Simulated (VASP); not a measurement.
# Bi2Te3 in VASP: single point with PBE+D3(BJ)

Aim: the single point of Bi2Te3 with PBE+D3(BJ).

Program: VASP 6.6.1. These are calculated values, not measurements. Logs are shortened: lines on timing, memory, paths and dates and some standing lists are left out, and cuts for length are marked.

## 1. The cell of the first run

The cell holds a slab with vacuum, 5 atoms: a = 4.351 Å, b = 4.351 Å, c = 25.582 Å, α = 90.00°, β = 90.00°, γ = 120.00°.

## 2. Single point, PBE+D3(BJ)

INCAR reads:

```
PREC = Accurate ; ENCUT = 400
EDIFF = 1E-6 ; ISMEAR = 0
SIGMA = 0.05 ; LREAL = F
LASPH = T ; NELM = 120
ALGO = Normal ; ISIF = 2
LWAVE = F ; LCHARG = T
LDIPOL = T ; IDIPOL = 3
DIPOL = 0.5 0.5 0.500 ; GGA = PE
IVDW = 12 ; LELF = T
LVHAR = T ; LVACPOTAV = T
NBANDS = 32 ; GGA_COMPAT = F
NELMDL = -8
```

KPOINTS reads:

```
Automatic mesh
0
Gamma
  21 21 1
```

POSCAR reads:

```
Bi2Te3
1.0
    4.3510815614      0.0000000000      0.0000000000
   -2.1755407807      3.7681471661      0.0000000000
    0.0000000000      0.0000000000     25.5819381340
Te Bi
3 2
Direct
    0.0000000000      0.0000000000      0.3518107171
    0.6666666667      0.3333333333      0.4999998125
    0.3333333333      0.6666666667      0.6481892829
    0.3333333333      0.6666666667      0.4198643859
    0.0000000000      0.0000000000      0.5801359373
```

Potentials or basis: VASP PAW PBE potentials, release 64 (Te, Bi_d).

Command:

```
$ cat potpaw_PBE.64/Te/POTCAR potpaw_PBE.64/Bi_d/POTCAR > POTCAR
$ mpirun -np 1 vasp_std > vasp.out
```

OUTCAR:

```text
PREC = Accurate
   ENCUT = 400
   EDIFF = 1E-6
   ISMEAR = 0
   LREAL = F
   LASPH = T
   NELM = 120
   ISIF = 2
   GGA = PE
   IVDW = 12
   NELMDL = -8
 IVDW          = 12

 ion  position               nearest neighbor table
   1  0.000  0.000  0.352-   4 3.06   4 3.06   4 3.06
   2  0.667  0.333  0.500-   4 3.24   4 3.24   4 3.24   5 3.24   5 3.24   5 3.24
   3  0.333  0.667  0.648-   5 3.06   5 3.06   5 3.06
   4  0.333  0.667  0.420-   1 3.06   1 3.06   1 3.06   2 3.24   2 3.24   2 3.24
   5  0.000  0.000  0.580-   3 3.06   3 3.06   3 3.06   2 3.24   2 3.24   2 3.24

  LATTYP: Found a hexagonal cell.
 ALAT       =     4.3510815614
 C/A-ratio  =     5.8794434839

  Lattice vectors:

 A1 = (   4.3510815614,   0.0000000000,   0.0000000000)
 A2 = (  -2.1755407807,   3.7681471661,   0.0000000000)
 A3 = (   0.0000000000,   0.0000000000,  25.5819381340)

Analysis of symmetry for initial positions (statically):
=====================================================================
 Subroutine PRICEL returns:
 Original cell was already a primitive cell.

 Routine SETGRP: Setting up the symmetry group for a
 hexagonal supercell.

 Subroutine GETGRP returns: Found 12 space group operations
 (whereof  6 operations were pure point group operations)
 out of a pool of 24 trial point group operations.

The static configuration has the point symmetry C_3v.
 The point group associated with its full space group is D_3d.

Analysis of symmetry for dynamics (positions and initial velocities):
=====================================================================
 Subroutine PRICEL returns:
 Original cell was already a primitive cell.

 Routine SETGRP: Setting up the symmetry group for a
 hexagonal supercell.

 Subroutine GETGRP returns: Found 12 space group operations
 (whereof  6 operations were pure point group operations)
 out of a pool of 24 trial point group operations.

The dynamic configuration has the point symmetry C_3v.
 The point group associated with its full space group is D_3d.

 Subroutine INISYM returns: Found 12 space group operations
 (whereof  6 operations are pure point group operations),
 and found     1 'primitive' translations

----------------------------------------------------------------------------------------

                                     Primitive cell

  volume of cell :     419.4291

  direct lattice vectors                    reciprocal lattice vectors
     4.351081561  0.000000000  0.000000000     0.229827914  0.132691208  0.000000000
    -2.175540781  3.768147166  0.000000000     0.000000000  0.265382416  0.000000000
     0.000000000  0.000000000 25.581938134     0.000000000  0.000000000  0.039090080

  length of vectors
     4.351081561  4.351081561 25.581938134     0.265382416  0.265382416  0.039090080

  position of ions in fractional coordinates (direct lattice)
     0.000000000  0.000000000  0.351810717
     0.666666667  0.333333333  0.499999813
     0.333333333  0.666666667  0.648189283
     0.333333333  0.666666667  0.419864386
     0.000000000  0.000000000  0.580135937

  ion indices of the primitive-cell ions
   primitive index   ion index
                 1           1
                 2           2
                 3           3
                 4           4
                 5           5

----------------------------------------------------------------------------------------

 KPOINTS: Automatic mesh

Automatic generation of k-mesh.
 Grid dimensions read from file:
 generate k-points for:   21   21    1

 Generating k-lattice:

  Cartesian coordinates                     Fractional coordinates (reciprocal lattice)
     0.010944186  0.006318629  0.000000000     0.047619048 -0.000000000  0.000000000
     0.000000000  0.012637258  0.000000000     0.000000000  0.047619048  0.000000000
     0.000000000  0.000000000  0.039090080     0.000000000  0.000000000  1.000000000

  Length of vectors
     0.012637258  0.012637258  0.039090080

  Shift w.r.t. Gamma in fractional coordinates (k-lattice)
     0.000000000  0.000000000  0.000000000

 Subroutine IBZKPT returns following result:
 ===========================================

 Found     48 irreducible k-points:

 Following reciprocal coordinates:
            Coordinates               Weight
  0.000000  0.000000  0.000000      1.000000
  0.047619 -0.000000  0.000000      6.000000
  0.095238  0.000000  0.000000      6.000000
  0.142857 -0.000000  0.000000      6.000000
  0.190476  0.000000  0.000000      6.000000
  0.238095 -0.000000  0.000000      6.000000
[... 16 lines left out ...]
  0.142857  0.095238  0.000000     12.000000
  0.190476  0.095238  0.000000     12.000000
 [... further k-points ...]
   k-points           NKPTS =     48   k-points in BZ     NKDIM =     48   number of bands    NBANDS=     32
   number of dos      NEDOS =    301   number of ions     NIONS =      5
   total plane-waves  NPLWV = 131712
   dimension x,y,z NGX =    28 NGY =   28 NGZ =  168
   dimension x,y,z NGXF=    56 NGYF=   56 NGZF=  336
   ions per type =               3   2
   NGX,Y,Z   is equivalent  to a cutoff of  10.70, 10.70, 10.92 a.u.
   NGXF,Y,Z  is equivalent  to a cutoff of  21.40, 21.40, 21.84 a.u.
 SYSTEM =  unknown system
   PREC   = accura    normal or accurate (medium, high low for compatibility)
   ISTART =      0    job   : 0-new  1-cont  2-samecut
   ICHARG =      2    charge: 1-file 2-atom 10-const
   ISPIN  =      1    spin polarized calculation?
   LNONCOLLINEAR =      F non collinear calculations
   LSORBIT =      F    spin-orbit coupling
   LASPH  =      T    aspherical Exc in radial PAW
   ENCUT  =  400.0 eV  29.40 Ry    5.42 a.u.   7.10  7.10 41.72*2*pi/ulx,y,z
   NELM   =    120;   NELMIN=  2; NELMDL= -8     # of ELM steps
   EDIFF  = 0.1E-05   stopping-criterion for ELM
   LREAL  =      F    real-space projection
   EDIFFG = 0.1E-04   stopping-criterion for IOM
   NSW    =      0    number of steps for IOM
   IBRION =     -1    ionic relax: 0-MD 1-quasi-New 2-CG
   NFREE  =      0    steps in history (QN), initial steepest desc. (CG)
   ISIF   =      2    stress and relaxation
   ISYM   =      2    0-nonsym 1-usesym 2-fastsym
   POTIM  = 0.5000    time-step for ionic-motion
   TEBEG  =    0.0;   TEEND  =   0.0 temperature during run
   PSTRESS=    0.0 pullay stress
   NELECT =      48.0000    total number of electrons
   NUPDOWN=      -1.0000    fix difference up-down
   EMIN   =  10.00;   EMAX   =-10.00  energy-range for DOS
   EFERMI =   0.00;   METHOD = LEGACY
   ISMEAR =     0;   SIGMA  =   0.05  broadening in eV -4-tet -1-fermi 0-gaus
   EFERMI_NEDOS =   21; number of points for ismear=-14 and -15
   IALGO  =     38    algorithm
   IMIX   =      4    mixing-type and parameters
     AMIX     =   0.40;   BMIX     =  1.00
     AMIX_MAG =   1.60;   BMIX_MAG =  1.00
  volume/ion in A,a.u.               =      83.89       566.09
  Fermi-wavevector in a.u.,A,eV,Ry     =   0.794821  1.501993  8.595340  0.631740
  Thomas-Fermi vector in A             =   1.901028
   LORBIT       =      0    0 simple, 1 ext, 2 COOP (PROOUT), +10 PAW based schemes
   GGA     = PE    functional components
   LHFCALC =     F    Hartree Fock is set to
   AEXX    =    0.0000 exact exchange contribution
   IVDW    =    12    specifies the selected vdW correction
   LEPSILON=     F    determine dielectric tensor
   LRPA    =     F    only Hartree local field effects (RPA)
 non-spin polarized calculation
 Gauss-broadening in eV      SIGMA  =   0.05
  energy-cutoff  :      400.00
  volume of cell :      419.43
 maximum number of plane-waves:      7673
   NGX = 15   NGY = 15   NGZ = 83

 dipolmoment           0.000000      0.000000     -0.000000 electrons x Angstroem

 number of electron      48.0000020 magnetization

 dipolmoment           0.000000      0.000000      0.000125 electrons x Angstroem

 Free energy of the ion-electron system (eV)
  ---------------------------------------------------
  ext. energy  EPLUGINS =         0.00000000
  ---------------------------------------------------
  free energy    TOTEN  =       -18.32827890 eV

  energy without entropy =      -18.32827890  energy(sigma->0) =      -18.32827890

 E-fermi :  -0.6691     XC(G=0):  -4.2474

 val. band max:       -0.9520845465   @ k =   0.0952   0.0952   0.0000
 cond. band min:       0.1083442827   @ k =   0.0000   0.0000   0.0000
 fundamental gap:      1.0604288292
 Fermi energy:        -0.6690990326

 k-point     1 :       0.0000    0.0000    0.0000
  band No.  band energies     occupation
      1     -23.6029      2.00000
      2     -23.6029      2.00000
      3     -23.6014      2.00000
      4     -23.6014      2.00000
      5     -23.5916      2.00000
      6     -23.5900      2.00000
[... 24 lines left out ...]
     31       3.8531      0.00000
     32       3.9648      0.00000

 k-point     2 :       0.0476   -0.0000    0.0000
  band No.  band energies     occupation
      1     -23.6031      2.00000
      2     -23.6026      2.00000
      3     -23.6016      2.00000
      4     -23.6011      2.00000
      5     -23.5914      2.00000
      6     -23.5899      2.00000
[... 24 lines left out ...]
     31       3.8942      0.00000
     32       3.9790      0.00000

 k-point     3 :       0.0952    0.0000    0.0000
  band No.  band energies     occupation
      1     -23.6035      2.00000
      2     -23.6020      2.00000
      3     -23.6017      2.00000
      4     -23.6003      2.00000
      5     -23.5909      2.00000
      6     -23.5895      2.00000
[... 24 lines left out ...]
     31       3.9923      0.00000
     32       4.0266      0.00000

 k-point     4 :       0.1429   -0.0000    0.0000
  band No.  band energies     occupation
      1     -23.6044      2.00000
      2     -23.6027      2.00000
      3     -23.6005      2.00000
      4     -23.5990      2.00000
      5     -23.5905      2.00000
      6     -23.5894      2.00000
[... 654 lines left out ...]
     31       4.0985      0.00000
     32       4.2152      0.00000

 k-point    23 :       0.1429    0.0952    0.0000
  band No.  band energies     occupation
      1     -23.6054      2.00000
      2     -23.6038      2.00000
      3     -23.5987      2.00000
      4     -23.5976      2.00000
      5     -23.5909      2.00000
      6     -23.5900      2.00000
[... 24 lines left out ...]
     31       4.0258      0.00000
     32       4.3184      0.00000

 k-point    24 :       0.1905    0.0952    0.0000
  band No.  band energies     occupation
      1     -23.6065      2.00000
      2     -23.6048      2.00000
      3     -23.5976      2.00000
      4     -23.5965      2.00000
      5     -23.5917      2.00000
      6     -23.5903      2.00000
[... 24 lines left out ...]
     31       3.8062      0.00000
     32       4.4550      0.00000

 [... further k-points ...]

------------------------ aborting loop because EDIFF is reached ----------------------------------------

 Edisp (eV)   -1.78407

 E8    (eV) :    -0.8773

  FORCE on cell =-STRESS in cart. coord.  units (eV):
  Direction    XX          YY          ZZ          XY          YZ          ZX
  --------------------------------------------------------------------------------------
  -------------------------------------------------------------------------------------
  Total      -0.05059    -0.05059    -0.11010     0.00000     0.00000     0.00000
  in kB      -0.19325    -0.19325    -0.42055     0.00000     0.00000     0.00000
  external pressure =       -0.27 kB  Pullay stress =        0.00 kB

 VOLUME and BASIS-vectors are now :
 -----------------------------------------------------------------------------
  energy-cutoff  :      400.00
  volume of cell :      419.43
      direct lattice vectors                 reciprocal lattice vectors
     4.351081561  0.000000000  0.000000000     0.229827914  0.132691208  0.000000000
    -2.175540781  3.768147166  0.000000000     0.000000000  0.265382416  0.000000000
     0.000000000  0.000000000 25.581938134     0.000000000  0.000000000  0.039090080

 POSITION                                       TOTAL-FORCE (eV/Angst)
 -----------------------------------------------------------------------------------
      0.00000      0.00000      9.00000         0.000000     -0.000000      0.000676
      2.17554      1.25605     12.79096        -0.000000      0.000000     -0.000000
     -0.00000      2.51210     16.58194        -0.000000      0.000000     -0.000676
     -0.00000      2.51210     10.74094         0.000000      0.000000      0.006063
      0.00000      0.00000     14.84100        -0.000000     -0.000000     -0.006063
 -----------------------------------------------------------------------------------
    total drift:                               -0.000000      0.000000      0.010655

  FREE ENERGIE OF THE ION-ELECTRON SYSTEM (eV)
  ---------------------------------------------------
  free  energy   TOTEN  =       -20.1123536102 eV

  energy  without entropy=      -20.1123536102  energy(sigma->0) =      -20.11235361

 vacuum level on the upper side and lower side of the slab         4.433         4.432
```

Wall time 10 min (1 thread of Intel Xeon Platinum 8259CL at 2.50GHz (Skylake/Cascade Lake), shared host); peak memory 0.57 GiB.

What came out:

| Quantity | Value |
| --- | --- |
| Free energy | -20.1124 eV |
| Largest force | 0.006 eV/Å |
| Band gap on the k mesh | 1.06 eV (least direct gap 1.30 eV) |
| Dispersion energy per atom | -0.357 eV |

Forces in eV/Å, atoms in the order of the input:
```
Te   0.000  0.000  0.001
Te   0.000  0.000  0.000
Te   0.000  0.000 -0.001
Bi   0.000  0.000  0.006
Bi   0.000  0.000 -0.006
```

Caveat: spin-orbit coupling is left out, which moves the levels of the heavy elements.
